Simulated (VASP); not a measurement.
A run of VASP 6.6.1:

File POSCAR:

```
NbReSi
1.0
    6.8164100000      0.0000000000      0.0000000000
   -3.4082000000      5.9031800000      0.0000000000
    0.0000000000      0.0000000000      3.2986600000
Nb Si Re
3 3 3
Direct
    0.4018500000      0.4018500000      0.5000000000
    0.5981500000      0.0000000000      0.5000000000
    0.0000000000      0.5981500000      0.5000000000
    0.6666666667      0.3333333333      0.0000000000
    0.3333333333      0.6666666667      0.0000000000
    0.0000000000      0.0000000000      0.5000000000
    0.7414400000      0.7414400000      0.0000000000
    0.2585600000      0.0000000000      0.0000000000
    0.0000000000      0.2585600000      0.0000000000
```

File INCAR.step1:

```
SYSTEM = NbReSi
ALGO = Normal
EDIFF = 1E-4
ENCUT = 520
GGA = PE
ISMEAR = 0
LASPH = .True.
LCHARG = .False.
LREAL = .False.
LWAVE = .True.
NBANDS = 46
NELM = 100
PREC = Accurate
SIGMA = 0.1
```

File INCAR.step2:

```
SYSTEM = NbReSi
ALGO = Normal
EDIFF = 1E-6
ENCUT = 520
ISIF = 2
ISMEAR = 0
ISTART = 1
IVDW = 13
LASPH = .True.
LCHARG = .False.
LMIXTAU = .True.
LREAL = .False.
LWAVE = .False.
METAGGA = R2SCAN
NBANDS = 46
NELM = 100
PREC = Accurate
SIGMA = 0.1
VDW_A1 = 0.51559235
VDW_A2 = 5.77342911
VDW_S6 = 1.0
VDW_S8 = 0.6018749
```

The input KPOINTS:

```
k-points
0
Gamma
  5 5 8
  0 0 0
```

Potentials or basis: VASP PAW PBE potentials, release 64 (Nb_sv, Si, Re).

Command:

```sh
$ cat potpaw_PBE.64/Nb_sv/POTCAR potpaw_PBE.64/Si/POTCAR potpaw_PBE.64/Re/POTCAR > POTCAR
$ cp INCAR.step1 INCAR
$ mpirun -np 1 vasp_std > vasp.out
$ cp INCAR.step2 INCAR
$ mpirun -np 1 vasp_std > vasp.out
```

Hardware: 1 thread of Oxide Virtual Turin-like Processor (shared host).

Problem. Estimate the wall time of this run.

Solution. It took 14 min on 1 thread of Oxide Virtual Turin-like Processor, with other jobs on the host, peak memory 0.35 GiB. Counts: k points 25.
